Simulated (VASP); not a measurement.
# Nb2SiO2 (P4/mmm) in VASP: single point with PBE

Aim: the single point of Nb2SiO2 with PBE.

Program: VASP 6.6.1. These are calculated values, not measurements. Logs are shortened: lines on timing, memory, paths and dates and some standing lists are left out, and cuts for length are marked.

### 1 The cell of the first run

It takes space group P4/mmm (No. 123, tetragonal). The conventional cell has a = 3.391 Å, b = 3.391 Å, c = 6.011 Å, α = 90.00°, β = 90.00°, γ = 90.00°. Within 3.5 Å of Nb (site symmetry 4/mmm) lie 8 O at 2.66 Å and 6 Nb at 3.01 to 3.39 Å. Nb (site symmetry 4/mmm) has 4 Si at 2.40 Å and 2 Nb at 3.01 Å and 8 O at 3.04 Å within 3.2 Å. Within 2.5 Å of Si (site symmetry 4/mmm) lie 2 O at 1.86 Å and 4 Nb at 2.40 Å. Within 2.5 Å of O (site symmetry 4mm) lie 1 Si at 1.86 Å and 1 O at 2.28 Å.

The cell was built from a structure type or drawn by symmetry, and may not be a known phase.

### 2 Single point, PBE

Input file INCAR:

```
SYSTEM = Nb2SiO2
  ALGO = Normal
  EDIFF = 1E-6
  ENCUT = 600
  GGA = PE
  GGA_COMPAT = .FALSE.
  ISIF = 2
  ISMEAR = 0
  LASPH = .TRUE.
  LCHARG = .TRUE.
  LELF = .TRUE.
  LREAL = .FALSE.
  LVHAR = .TRUE.
  LWAVE = .FALSE.
  NBANDS = 29
  NELM = 120
  PREC = Accurate
  SIGMA = 0.15
```

Input file KPOINTS:

```
k-points
0
G
  3 3 3
  0 0 0
```

Input file POSCAR:

```
Nb2SiO2
1.0
    3.3907738237      0.0000000000      0.0000000000
    0.0000000000      3.3907738237      0.0000000000
    0.0000000000      0.0000000000      6.0114178502
Nb Si O
2 1 2
Direct
    0.0000000000      0.0000000000      0.0000000000
    0.0000000000      0.0000000000      0.5000000000
    0.5000000000      0.5000000000      0.5000000000
    0.5000000000      0.5000000000      0.1899874683
    0.5000000000      0.5000000000      0.8100125317
```

Potentials or basis: VASP PAW PBE potentials, release 64 (Nb_sv, Si, O).

The run is started by

```bash
cat potpaw_PBE.64/Nb_sv/POTCAR potpaw_PBE.64/Si/POTCAR potpaw_PBE.64/O/POTCAR > POTCAR
mpirun -np 1 vasp_std > vasp.out
```

OUTCAR:

```text
SYSTEM = Nb2SiO2
   EDIFF = 1E-6
   ENCUT = 600
   GGA = PE
   ISIF = 2
   ISMEAR = 0
   LASPH = .TRUE.
   LREAL = .FALSE.
   NELM = 120
   PREC = Accurate

 ion  position               nearest neighbor table
   1  0.000  0.000  0.000-   2 3.01   2 3.01
   2  0.000  0.000  0.500-   3 2.40   3 2.40   3 2.40   3 2.40   1 3.01   1 3.01
   3  0.500  0.500  0.500-   5 1.86   4 1.86   2 2.40   2 2.40   2 2.40   2 2.40
   4  0.500  0.500  0.190-   3 1.86
   5  0.500  0.500  0.810-   3 1.86

  LATTYP: Found a simple tetragonal cell.
 ALAT       =     3.3907738237
 C/A-ratio  =     1.7728749137

  Lattice vectors:

 A1 = (   3.3907738237,   0.0000000000,   0.0000000000)
 A2 = (   0.0000000000,   3.3907738237,   0.0000000000)
 A3 = (   0.0000000000,   0.0000000000,   6.0114178502)

Analysis of symmetry for initial positions (statically):
=====================================================================
 Subroutine PRICEL returns:
 Original cell was already a primitive cell.

 Routine SETGRP: Setting up the symmetry group for a
 simple tetragonal supercell.

 Subroutine GETGRP returns: Found 16 space group operations
 (whereof 16 operations were pure point group operations)
 out of a pool of 16 trial point group operations.

The static configuration has the point symmetry D_4h.

Analysis of symmetry for dynamics (positions and initial velocities):
=====================================================================
 Subroutine PRICEL returns:
 Original cell was already a primitive cell.

 Routine SETGRP: Setting up the symmetry group for a
 simple tetragonal supercell.

 Subroutine GETGRP returns: Found 16 space group operations
 (whereof 16 operations were pure point group operations)
 out of a pool of 16 trial point group operations.

The dynamic configuration has the point symmetry D_4h.

 Subroutine INISYM returns: Found 16 space group operations
 (whereof 16 operations are pure point group operations),
 and found     1 'primitive' translations

----------------------------------------------------------------------------------------

                                     Primitive cell

  volume of cell :      69.1154

  direct lattice vectors                    reciprocal lattice vectors
     3.390773824  0.000000000  0.000000000     0.294917931  0.000000000  0.000000000
     0.000000000  3.390773824  0.000000000     0.000000000  0.294917931  0.000000000
     0.000000000  0.000000000  6.011417850     0.000000000  0.000000000  0.166350107

  length of vectors
     3.390773824  3.390773824  6.011417850     0.294917931  0.294917931  0.166350107

  position of ions in fractional coordinates (direct lattice)
     0.000000000  0.000000000  0.000000000
     0.000000000  0.000000000  0.500000000
     0.500000000  0.500000000  0.500000000
     0.500000000  0.500000000  0.189987468
     0.500000000  0.500000000  0.810012532

  ion indices of the primitive-cell ions
   primitive index   ion index
                 1           1
                 2           2
                 3           3
                 4           4
                 5           5

----------------------------------------------------------------------------------------

 KPOINTS: k-points

Automatic generation of k-mesh.
 Grid dimensions read from file:
 generate k-points for:    3    3    3

 Generating k-lattice:

  Cartesian coordinates                     Fractional coordinates (reciprocal lattice)
     0.098305977  0.000000000  0.000000000     0.333333333  0.000000000  0.000000000
     0.000000000  0.098305977  0.000000000     0.000000000  0.333333333  0.000000000
     0.000000000  0.000000000  0.055450036     0.000000000  0.000000000  0.333333333

  Length of vectors
     0.098305977  0.098305977  0.055450036

  Shift w.r.t. Gamma in fractional coordinates (k-lattice)
     0.000000000  0.000000000  0.000000000

 Subroutine IBZKPT returns following result:
 ===========================================

 Found      6 irreducible k-points:

 Following reciprocal coordinates:
            Coordinates               Weight
  0.000000  0.000000  0.000000      1.000000
  0.333333  0.000000  0.000000      4.000000
  0.333333  0.333333  0.000000      4.000000
  0.000000  0.000000  0.333333      2.000000
  0.333333  0.000000  0.333333      8.000000
  0.333333  0.333333  0.333333      8.000000
   k-points           NKPTS =      6   k-points in BZ     NKDIM =      6   number of bands    NBANDS=     29
   number of dos      NEDOS =    301   number of ions     NIONS =      5
   total plane-waves  NPLWV =  37632
   dimension x,y,z NGX =    28 NGY =   28 NGZ =   48
   dimension x,y,z NGXF=    56 NGYF=   56 NGZF=   96
   ions per type =               2   1   2
   NGX,Y,Z   is equivalent  to a cutoff of  13.73, 13.73, 13.27 a.u.
   NGXF,Y,Z  is equivalent  to a cutoff of  27.46, 27.46, 26.55 a.u.
 SYSTEM =  Nb2SiO2
   PREC   = accura    normal or accurate (medium, high low for compatibility)
   ISTART =      0    job   : 0-new  1-cont  2-samecut
   ICHARG =      2    charge: 1-file 2-atom 10-const
   ISPIN  =      1    spin polarized calculation?
   LNONCOLLINEAR =      F non collinear calculations
   LSORBIT =      F    spin-orbit coupling
   LASPH  =      T    aspherical Exc in radial PAW
   ENCUT  =  600.0 eV  44.10 Ry    6.64 a.u.   6.77  6.77 12.01*2*pi/ulx,y,z
   NELM   =    120;   NELMIN=  2; NELMDL= -5     # of ELM steps
   EDIFF  = 0.1E-05   stopping-criterion for ELM
   LREAL  =      F    real-space projection
   EDIFFG = 0.1E-04   stopping-criterion for IOM
   NSW    =      0    number of steps for IOM
   IBRION =     -1    ionic relax: 0-MD 1-quasi-New 2-CG
   NFREE  =      0    steps in history (QN), initial steepest desc. (CG)
   ISIF   =      2    stress and relaxation
   ISYM   =      2    0-nonsym 1-usesym 2-fastsym
   POTIM  = 0.5000    time-step for ionic-motion
   TEBEG  =    0.0;   TEEND  =   0.0 temperature during run
   PSTRESS=    0.0 pullay stress
   NELECT =      42.0000    total number of electrons
   NUPDOWN=      -1.0000    fix difference up-down
   EMIN   =  10.00;   EMAX   =-10.00  energy-range for DOS
   EFERMI =   0.00;   METHOD = LEGACY
   ISMEAR =     0;   SIGMA  =   0.15  broadening in eV -4-tet -1-fermi 0-gaus
   EFERMI_NEDOS =   21; number of points for ismear=-14 and -15
   IALGO  =     38    algorithm
   IMIX   =      4    mixing-type and parameters
     AMIX     =   0.40;   BMIX     =  1.00
     AMIX_MAG =   1.60;   BMIX_MAG =  1.00
  volume/ion in A,a.u.               =      13.82        93.28
  Fermi-wavevector in a.u.,A,eV,Ry     =   1.386649  2.620386 26.161204  1.922794
  Thomas-Fermi vector in A             =   2.510944
   LORBIT       =      0    0 simple, 1 ext, 2 COOP (PROOUT), +10 PAW based schemes
   GGA     = PE    functional components
   LHFCALC =     F    Hartree Fock is set to
   AEXX    =    0.0000 exact exchange contribution
   IVDW    =     0    specifies the selected vdW correction
   LEPSILON=     F    determine dielectric tensor
   LRPA    =     F    only Hartree local field effects (RPA)
 non-spin polarized calculation
 Gauss-broadening in eV      SIGMA  =   0.15
  energy-cutoff  :      600.00
  volume of cell :       69.12
 maximum number of plane-waves:      2329
 NGX is ok and might be reduce to    28
   NGX = 13   NGY = 13   NGZ = 25

 number of electron      41.9999993 magnetization

 Free energy of the ion-electron system (eV)
  ---------------------------------------------------
  ext. energy  EPLUGINS =         0.00000000
  ---------------------------------------------------
  free energy    TOTEN  =       -36.43955086 eV

  energy without entropy =      -36.36736143  energy(sigma->0) =      -36.40345615

 E-fermi :   9.1624     XC(G=0): -11.6530

 val. band max:        9.1486683405   @ k =   0.3333   0.3333   0.0000
 cond. band min:       9.1826846900   @ k =   0.3333   0.3333   0.3333
 fundamental gap:      0.0340163495
 Fermi energy:         9.1624275591

 k-point     1 :       0.0000    0.0000    0.0000
  band No.  band energies     occupation
      1     -47.1367      2.00000
      2     -45.6133      2.00000
      3     -23.0979      2.00000
      4     -23.0778      2.00000
      5     -23.0778      2.00000
      6     -21.8928      2.00000
[... 21 lines left out ...]
     28      11.9219      0.00000
     29      12.4827      0.00000

 k-point     2 :       0.3333    0.0000    0.0000
  band No.  band energies     occupation
      1     -47.1275      2.00000
      2     -45.6011      2.00000
      3     -23.2169      2.00000
      4     -23.0783      2.00000
      5     -23.0654      2.00000
      6     -21.8778      2.00000
[... 21 lines left out ...]
     28      12.4922      0.00000
     29      14.2110      0.00000

 k-point     3 :       0.3333    0.3333    0.0000
  band No.  band energies     occupation
      1     -47.1185      2.00000
      2     -45.5898      2.00000
      3     -23.1986      2.00000
      4     -23.1921      2.00000
      5     -23.0618      2.00000
      6     -21.8638      2.00000
[... 21 lines left out ...]
     28      13.2398      0.00000
     29      14.1316      0.00000

 k-point     4 :       0.0000    0.0000    0.3333
  band No.  band energies     occupation
      1     -47.1364      2.00000
      2     -45.6138      2.00000
      3     -23.0775      2.00000
      4     -23.0775      2.00000
      5     -23.0469      2.00000
      6     -21.9530      2.00000
[... 21 lines left out ...]
     28      10.8208      0.00000
     29      12.6428      0.00000

 k-point     5 :       0.3333    0.0000    0.3333
  band No.  band energies     occupation
      1     -47.1272      2.00000
      2     -45.6016      2.00000
      3     -23.2163      2.00000
      4     -23.0651      2.00000
      5     -23.0291      2.00000
      6     -21.9355      2.00000
[... 21 lines left out ...]
     28      12.0862      0.00000
     29      13.0107      0.00000

 k-point     6 :       0.3333    0.3333    0.3333
  band No.  band energies     occupation
      1     -47.1181      2.00000
      2     -45.5903      2.00000
      3     -23.1980      2.00000
      4     -23.1916      2.00000
      5     -23.0141      2.00000
      6     -21.9197      2.00000
[... 21 lines left out ...]
     28      13.2820      0.00000
     29      13.6666      0.00000

------------------------ aborting loop because EDIFF is reached ----------------------------------------

  FORCE on cell =-STRESS in cart. coord.  units (eV):
  Direction    XX          YY          ZZ          XY          YZ          ZX
  --------------------------------------------------------------------------------------
  -------------------------------------------------------------------------------------
  Total       -0.1273292     -0.1273292      0.1805632      0.0000000      0.0000000      0.0000000
  in kB       -2.9516434     -2.9516434      4.1856727      0.0000000      0.0000000      0.0000000
  external PRESSURE =      -0.5725380 kB  Pullay stress =       0.0000000 kB

 VOLUME and BASIS-vectors are now :
 -----------------------------------------------------------------------------
  energy-cutoff  :      600.00
  volume of cell :       69.12
      direct lattice vectors                 reciprocal lattice vectors
     3.390773824  0.000000000  0.000000000     0.294917931  0.000000000  0.000000000
     0.000000000  3.390773824  0.000000000     0.000000000  0.294917931  0.000000000
     0.000000000  0.000000000  6.011417850     0.000000000  0.000000000  0.166350107

 POSITION                                       TOTAL-FORCE (eV/Angst)
 -----------------------------------------------------------------------------------
      0.00000      0.00000      0.00000        -0.000000     -0.000000      0.000000
      0.00000      0.00000      3.00571        -0.000000     -0.000000      0.000000
      1.69539      1.69539      3.00571        -0.000000     -0.000000      0.000000
      1.69539      1.69539      1.14209        -0.000000      0.000000     -0.048643
      1.69539      1.69539      4.86932         0.000000      0.000000      0.048643
 -----------------------------------------------------------------------------------
    total drift:                               -0.000000      0.000000      0.000000

  FREE ENERGIE OF THE ION-ELECTRON SYSTEM (eV)
  ---------------------------------------------------
  free  energy   TOTEN  =       -36.4395508603 eV

  energy  without entropy=      -36.3673614335  energy(sigma->0) =      -36.40345615
```

It took 11 s on 1 thread of Intel Xeon 6975P-C (Granite Rapids), shared host; peak memory 0.19 GiB.

Results:

* Free energy: -36.4396 eV
* Pressure: -0.1 GPa
* Largest force: 0.049 eV/Å
* Band gap on the k mesh: zero (bands 21 and 22 overlap by 0.28 eV)

Forces on the atoms (eV/Å):
```
Nb   0.000  0.000  0.000
Nb   0.000  0.000  0.000
Si   0.000  0.000  0.000
O    0.000  0.000 -0.049
O    0.000  0.000  0.049
```

Caveat: the k points lie up to 0.62 Å⁻¹ apart.
